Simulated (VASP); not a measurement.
Set up this calculation in VASP 6.6.1, as the native input.

| Item | Value |
| --- | --- |
| Task | electric field gradients |
| Functional | PBEsol |
| Potentials or basis | VASP PAW PBE potentials, release 64 (Na_pv) |
| Cutoff | 520 eV |
| k mesh | 11 × 11 × 11 |
| Occupations | fermi-dirac, width 0.03 eV |
| Spin | no spin polarisation |
| Dipole correction | no |
| Further INCAR settings | ALGO = Normal; EDIFF = 1e-08; NBANDS = 10 |

The structure of Na lies in POSCAR:

```
Na
1.0
   -2.1315235875      2.1315235875      2.1315235875
    2.1315235875     -2.1315235875      2.1315235875
    2.1315235875      2.1315235875     -2.1315235875
Na
1
Direct
    0.0000000000      0.0000000000      0.0000000000
```

This cell differs from its parent crystal: volume scaled by 1.02.

The input as run:

INCAR

```
  PREC = Accurate
  ENCUT = 520
  EDIFF = 1E-8
  ISMEAR = -1
  SIGMA = 0.03
  LREAL = F
  LASPH = T
  NELM = 80
  ALGO = Normal
  ISIF = 2
  LWAVE = F
  LCHARG = F
  GGA = PS
  LEFG = T
  NBANDS = 10
```

KPOINTS

```
Automatic mesh
0
Gamma
  11 11 11
```

Potentials or basis: VASP PAW PBE potentials, release 64 (Na_pv).

Launch:

```console
$ cat potpaw_PBE.64/Na_pv/POTCAR > POTCAR
$ mpirun -np 1 vasp_std > vasp.out
```

Results of the run:

```json
{"Pressure": "-0.5 GPa"}
```

Caveat: without QUAD_EFG the Cq values of the log hold for a quadrupole moment of 1 mb, not for the nuclei; the PAW data sets were made with another functional, which shifts forces and pressure a little.

Wall time 13 s on 1 thread of Intel Xeon 6975P-C (shared host), peak memory 0.15 GiB.
